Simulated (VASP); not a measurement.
**MoH2: single point with PBE**

MoH2, a slab with vacuum:

```
Mo H
1.0
    -3.04065    0.00000    0.00000
     1.54124    2.60515    0.00000
     0.00000    0.00000  -15.93455
Mo H
3 6
Direct
  0.05197 0.99174 0.98844
  0.34641 0.58891 0.82193
  0.62831 0.18856 0.65674
  0.39473 0.76984 0.93357
  0.73093 0.29441 0.77171
  0.98552 0.83682 0.62718
  0.05909 0.87989 0.88264
  0.32587 0.53606 0.68577
  0.66779 0.12544 0.51722
```

| Quantity | Value |
| --- | --- |
| Program | VASP 6.6.1 |
| Task | single point |
| Functional | PBE |
| Potentials or basis | VASP PAW PBE potentials, release 64 (Mo_sv, H) |
| Cutoff | 400 eV |
| k mesh | 5 × 5 × 1 |
| Occupations | fermi-dirac, width 0.05 eV |
| Spin | no spin polarisation |
| Dipole correction | no |
| Charge | -1 |
| Further INCAR settings | ALGO = Normal; EDIFF = 1e-06; NBANDS = 34; NELMDL = -8; NELECT = 49.0 |

```yaml
Largest_force: 1.873 eV/Å
```

Forces on the atoms (eV/Å):
```
Mo   0.946  0.283 -0.072
Mo  -0.943  0.068  0.248
Mo  -1.497  0.123  0.998
H   -1.315 -0.696 -0.596
H    0.519 -0.444 -0.287
H    0.676  0.499  1.098
H    1.027  0.442  1.127
H    0.242 -0.457 -0.685
H    0.344  0.182 -1.833
```

Levels at points of the mesh, in eV from the Fermi level:
```csv
k point,band 21,band 22,band 23,band 24,band 25,band 26,band 27,band 28
"(0.00, 0.00, 0.00)",-1.81,-1.59,-1.57,-0.98,-0.80,-0.16,0.24,0.47
```

It took 46 s on 1 thread of Intel(R) Xeon(R) Platinum 8559C (Emerald Rapids) (shared host), peak memory 0.2 GiB.

Caveat: the k points lie up to 0.48 Å⁻¹ apart, too coarse for converged energies and pressures of a metal; the cell carries a net charge on a neutralising background, which shifts energy and pressure; the cell is charged against a uniform background, so pressure and absolute levels hang on convention; there is no dipole correction, which matters where the two faces differ.
